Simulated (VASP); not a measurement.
## SiNi: electric field gradients with LDA

Crystal: SiNi.

```
Si Ni
1.0
     2.96483    0.00000    0.00000
     0.00000    3.20668    0.00000
     0.00000    0.00000    4.60186
Si Ni
2 2
Direct
  0.50000 0.50000 0.84230
  0.00000 0.00000 0.15770
  0.50000 0.50000 0.34422
  0.00000 0.00000 0.65578
```

```yaml
Program: VASP 6.6.1
Task: electric field gradients
Functional: LDA
Potentials_or_basis: VASP PAW LDA potentials, release 64 (Si, Ni_sv_GW)
Cutoff: 510 eV
k_mesh: 11 × 10 × 7
Occupations: fermi-dirac, width 0.05 eV
Spin: collinear spin, ferromagnetic start
Starting_moments: "[0.0, 0.0, 1.5, 1.5] μB"
Dipole_correction: no
Further_INCAR_settings: ALGO = Normal; EDIFF = 1e-08; NBANDS = 34
```

* Pressure: 0.8 GPa
* Largest force: 0.025 eV/Å
* Band gap on the k mesh: zero (filled and empty bands overlap)
* Net moment: 0.00 μB per cell
* Largest electric field gradient by atom: Si -36.2; Ni -17.2 V/Å²
* Valence electrons inside the program's atomic spheres: Si 1.65; Ni 16.59

Forces on the atoms (eV/Å):
```
Si   0.000  0.000 -0.023
Si   0.000  0.000  0.023
Ni   0.000  0.000 -0.025
Ni   0.000  0.000  0.025
```

Stress tensor (GPa, compression positive):
```
-0.31  0.00  0.00
 0.00  0.24  0.00
 0.00  0.00  2.46
```

Levels at points of the mesh, in eV from the Fermi level:
Spin up:
```
           k point  band 20  band 21  band 22  band 23  band 24  band 25
(0.00, 0.00, 0.00)    -2.15    -2.10    -1.14     0.79     3.24     5.31
(0.00, 0.50, 0.00)    -2.42    -2.22    -2.22     1.39     1.39     4.80
```
Spin down:
| k point | band 19 | band 20 | band 21 | band 22 | band 23 | band 24 | band 25 | band 26 |
| --- | --- | --- | --- | --- | --- | --- | --- | --- |
| (0.00, 0.00, 0.00) | -2.52 | -2.15 | -2.10 | -1.14 | 0.79 | 3.24 | 5.31 | 5.64 |
| (0.00, 0.50, 0.00) | -2.42 | -2.42 | -2.22 | -2.22 | 1.39 | 1.39 | 4.80 | 4.80 |

Electric field gradients, principal values (V/Å²):
```csv
atom,least,middle,greatest (by size)
1 Si,9.458,26.736,-36.194
2 Si,9.458,26.736,-36.194
3 Ni,8.511,8.645,-17.156
4 Ni,8.511,8.645,-17.156
```

It used 420 s of CPU time on 1 thread of Intel(R) Xeon(R) Platinum 8488C (Sapphire Rapids), on a shared host.

Caveat: the moments typed at the start vanished in this run; without QUAD_EFG the Cq values of the log hold for a quadrupole moment of 1 mb, not for the nuclei.
